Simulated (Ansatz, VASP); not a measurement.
**One calculation of Sc, two programs**

```
Sc
1.0
     3.33614    0.00000    0.00000
    -1.66807    2.88919    0.00000
     0.00000    0.00000    5.31154
Sc
2
Direct
  0.33333 0.66667 0.25000
  0.66667 0.33333 0.75000
```

Change from the starting cell: volume scaled by 1.025, PAW files.

Alike in both runs: task electric field gradients; functional PBE; k mesh 13 × 13 × 7; occupations fermi-dirac, width 0.03 eV; no spin polarisation.

|  | VASP | Ansatz |
| --- | --- | --- |
| version | VASP 6.6.1 | Ansatz 0.2.0 |
| potentials or method | VASP PAW PBE potentials, release 64 (Sc_sv) | PAW with Ansatz's default frozen-core files, scalar-relativistic |
| plane-wave cutoff (eV) | 520 | 420 |
| valence electrons in the cell | 22 | 22 |

```csv
,VASP,Ansatz,Ansatz less VASP
pressure (GPa),-1.9,-1.9,-0.03
"traceless stress, the component that is largest in VASP (GPa)",-1.05,-1.06,-0.003
size of Vzz on the site where it differs most (V/Å²),8.9,8.2,-0.67
```

The functional is the same, so the differences come from potentials, cutoffs and numerics.
